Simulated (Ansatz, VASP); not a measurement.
GaN in VASP and in Ansatz

```xyz
2
Lattice="0.0000 2.3476 2.3476 2.3476 0.0000 2.3476 2.3476 2.3476 0.0000" Properties=species:S:1:pos:R:3 pbc="T T T"
Ga    0.0000    0.0000    0.0000
N     3.5215    3.5215    3.5215
```

Alike in both runs: task single point; functional PBE; k mesh 10 × 10 × 10; occupations gaussian, width 0.02 eV; no spin polarisation.

|  | VASP | Ansatz |
| --- | --- | --- |
| version | VASP 6.6.1 | Ansatz 0.2.0 |
| potentials or method | VASP PAW PBE potentials, release 64 (Ga_d, N), cutoff 520 eV | scalar-relativistic, plane waves, PAW |
| valence electrons in the cell | 18 | 18 |

Ansatz gave:

- gap on the k mesh at the Fermi level (eV): 0.94
- least direct gap on the mesh (eV): 0.94
- pressure (GPa): -13.2

**Question.** Estimate VASP's values.

**Answer.** gap on the k mesh at the Fermi level (eV): 0.94; least direct gap on the mesh (eV): 0.94; pressure (GPa): -13.1.

The functional is the same, so the differences come from potentials, cutoffs and numerics.
